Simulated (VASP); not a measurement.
Runs of VASP 6.6.1 on Sr3W4. The structure is that of space group Pm-3m (No. 221), or close to it. The cells are those of the table. 

```tsv
task	cell	k mesh	cutoff (eV)	gap on the mesh (eV)	pressure (GPa)	relaxed volume (Å³/atom)
single point	a = 5.846 Å, 7 atoms	4 × 4 × 4	500	none	0.7	-
single point	a = 5.846 Å, 7 atoms	6 × 6 × 6	520	none	(a)	-
relaxation of cell and atoms	relaxed from a = 5.860 Å, 7 atoms	6 × 6 × 6	600	none	0.0	28.80
relaxation of cell and atoms	relaxed from a = 5.064 Å, 7 atoms	4 × 4 × 4	500	none	-0.1	29.20
```

Alike in all rows: level PBE; potentials or basis VASP PAW PBE potentials, release 64 (Sr_sv, W_sv); no spin polarisation; smearing gaussian 0.1 eV.

Task: Fill in the values left out.

Result: (a) 0.3.

Caveats: spin-orbit coupling is left out, which moves the levels of the heavy elements; the volume moved by over 15 % at a fixed basis, so the end points are rough (some runs).

A k mesh can miss the band edges, and the runs leave out spin-orbit coupling on Sr, W.

A gap of «none» marks levels without a gap at the run's occupations.
